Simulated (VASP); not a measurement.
Wanted: the native input for a VASP 6.6.1 run.

| Quantity | Value |
| --- | --- |
| Task | single point |
| Functional | PBE |
| Potentials or basis | VASP PAW PBE potentials, release 64 (Ga_d, P) |
| Cutoff | 520 eV |
| k mesh | 8 × 8 × 6 |
| Occupations | gaussian, width 0.02 eV |
| Spin | no spin polarisation |
| Dipole correction | no |
| Further INCAR settings | ALGO = Normal; EDIFF = 1e-07; NBANDS = 26 |

The structure of GaP lies in POSCAR:

```
GaP
1.0
    2.6699817363      2.6699817363      0.0000000000
   -2.6699817363      2.6699817363      0.0000000000
    0.0000000000      0.0000000000      5.6042090878
Ga P
2 2
Direct
    0.0000000000      0.0000000000      0.0000000000
    0.5000000000      0.5000000000      0.5000000000
    0.5000000000      0.0000000000      0.7500000000
    0.0000000000      0.5000000000      0.2500000000
```

This cell differs from its parent crystal: biaxial strain in the a-b plane: -3.0 %.

The input as run:

INCAR

```
SYSTEM = GaP
PREC = Accurate
ENCUT = 520
EDIFF = 1E-7
ISMEAR = 0
SIGMA = 0.02
LREAL = .False.
LASPH = .True.
NELM = 80
ALGO = Normal
ISIF = 2
LWAVE = .False.
LCHARG = .True.
GGA = PE
LELF = .True.
LVHAR = .True.
NBANDS = 26
```

KPOINTS

```
Automatic mesh
0
Gamma
  8 8 6
  0 0 0
```

Potentials or basis: VASP PAW PBE potentials, release 64 (Ga_d, P).

Launch:

```bash
$ cat potpaw_PBE.64/Ga_d/POTCAR potpaw_PBE.64/P/POTCAR > POTCAR
$ mpirun -np 1 vasp_std > vasp.out
```

Results of the run:

```yaml
Pressure: 3.6 GPa
Band_gap_on_the_k_mesh: 1.38 eV
```

Caveat: the cell differs from its parent crystal (biaxial strain in the a-b plane: -3.0 %); the cell stands under pressure.

Wall time 47 s on 1 thread of AMD EPYC 9R45 96-Core Processor (Zen 5) (shared host), peak memory 0.21 GiB.
